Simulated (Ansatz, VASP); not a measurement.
**One calculation of Ag, two programs**

```
Ag
1.0
     0.00000    2.06963    2.06963
     2.06963    0.00000    2.06963
     2.06963    2.06963    0.00000
Ag
1
Direct
  0.00000 0.00000 0.00000
```

Alike in both runs: task relaxation of cell and atoms; functional LDA; k mesh 14 × 14 × 14; occupations fermi-dirac, width 0.05 eV; no spin polarisation.

```csv
,VASP,Ansatz
version,VASP 6.6.1,Ansatz 0.2.0
potentials or method,"VASP PAW LDA potentials, release 64 (Ag)","PAW with Ansatz's default frozen-core files, scalar-relativistic"
plane-wave cutoff (eV),600,420
valence electrons in the cell,11,19
```

VASP gave:

```
relaxed volume (Å³/atom)                                     : 16.03
relaxed cell length with the largest relative difference (Å) : 2.830
```

Q: Which values does Ansatz return?

A: Relaxed volume (Å³/atom): 16.01; relaxed cell length with the largest relative difference (Å): 2.829.

LDA's correlation is that of Perdew and Zunger in VASP and of Perdew and Wang (1992) in Ansatz. VASP's potentials hold 11 valence electrons a cell and Ansatz's 19, so a difference there can come from the potentials and not from the codes.
